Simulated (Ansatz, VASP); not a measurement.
**Na: VASP beside Ansatz**

The input INCAR:

```
ALGO     = Normal         # electronic algorithm
EDIFF    = 1E-6           # SCF threshold, eV
ENCUT    = 520            # plane-wave cutoff, eV
GGA      = PE             # functional
ISIF     = 2              # what is computed and relaxed
ISMEAR   = -1             # smearing method
LASPH    = T              # aspherical terms in the spheres
LCHARG   = F              # write CHGCAR
LREAL    = F              # projectors in reciprocal space
LWAVE    = F              # write WAVECAR
NBANDS   = 10             # bands
NELM     = 100            # most SCF steps
PREC     = Accurate       # precision mode
SIGMA    = 0.1            # smearing width, eV
```

File KPOINTS:

```
k-points
0
Gamma
  17 17 17
```

The input POSCAR:

```
Na
1.0
   -2.0410323710      2.0410323710      2.0410323710
    2.0410323710     -2.0410323710      2.0410323710
    2.0410323710      2.0410323710     -2.0410323710
Na
1
Direct
    0.0000000000      0.0000000000      0.0000000000
```

Input for Ansatz:

```yaml
crystal:
  lattice:
    - [-2.041032371, 2.041032371, 2.041032371]
    - [2.041032371, -2.041032371, 2.041032371]
    - [2.041032371, 2.041032371, -2.041032371]
  atoms:
    - { symbol: Na, position: [0.0, 0.0, 0.0] }
hamiltonian:
  xc: pbe
  pseudopotentials:
    kind: paw
    azcp:
      Na: "pseudopotentials/Na.paw.azcp"
basis:
  ecutwfc: 420
  fft_grid_basis: typed
kpoints:
  mp_grid: { grid: [17, 17, 17], shift: [0, 0, 0] }
magnetization:
  spin_polarized: false
scf:
  occupations: { method: fermi_dirac, width: 0.1 }
output:
  stress: true
```

Alike in both runs: task single point; functional PBE; k mesh 17 × 17 × 17; occupations fermi-dirac, width 0.1 eV; no spin polarisation.

|  | VASP | Ansatz |
| --- | --- | --- |
| version | VASP 6.6.1 | Ansatz 0.2.0 |
| potentials or method | VASP PAW PBE potentials, release 64 (Na_pv), cutoff 520 eV | plane waves (420 eV) with PAW, scalar-relativistic |
| valence electrons in the cell | 7 | 9 |

|  | VASP | Ansatz | Ansatz less VASP |
| --- | --- | --- | --- |
| pressure (GPa) | 0.7 | 0.8 | +0.04 |

VASP's potentials hold 7 valence electrons a cell and Ansatz's 9, so a difference there can come from the potentials and not from the codes.
